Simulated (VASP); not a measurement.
Mg3PN, 5 atoms in the cell. The structure is cubic, space group Pm-3m (No. 221). The conventional cell has a = 4.152 Å, b = 4.152 Å, c = 4.152 Å, α = 90.00°, β = 90.00°, γ = 90.00°. P (site symmetry m-3m) has 12 Mg at 2.94 Å and 8 N at 3.60 Å within 3.9 Å. Within 2.7 Å of N (site symmetry m-3m) lie 6 Mg at 2.08 Å. Mg (site symmetry 4/mmm) has 2 N at 2.08 Å within 2.7 Å. 

- Program: VASP 6.6.1
- Task: single point
- Functional: PBE
- Potentials or basis: VASP PAW PBE potentials, release 64 (P, N, Mg)
- Cutoff: 520 eV
- k mesh: 6 × 6 × 6
- Occupations: gaussian, width 0.01 eV
- Spin: no spin polarisation
- Dipole correction: no
- Further INCAR settings: ALGO = Normal; EDIFF = 1e-06; NBANDS = 16

Potentials or basis: VASP PAW PBE potentials, release 64 (P, N, Mg).

Launch:

```bash
$ cat potpaw_PBE.64/P/POTCAR potpaw_PBE.64/N/POTCAR potpaw_PBE.64/Mg/POTCAR > POTCAR
$ mpirun -np 1 vasp_std > vasp.out
```

Hardware: 1 thread of AMD EPYC 7R13 Processor (Zen 3) (shared host).

Q: Estimate the wall time of this run.

A: Wall time 23 s on 1 thread of AMD EPYC 7R13 Processor (Zen 3) (shared host), peak memory 0.15 GiB. Counts: scf iterations 15, k points 20.
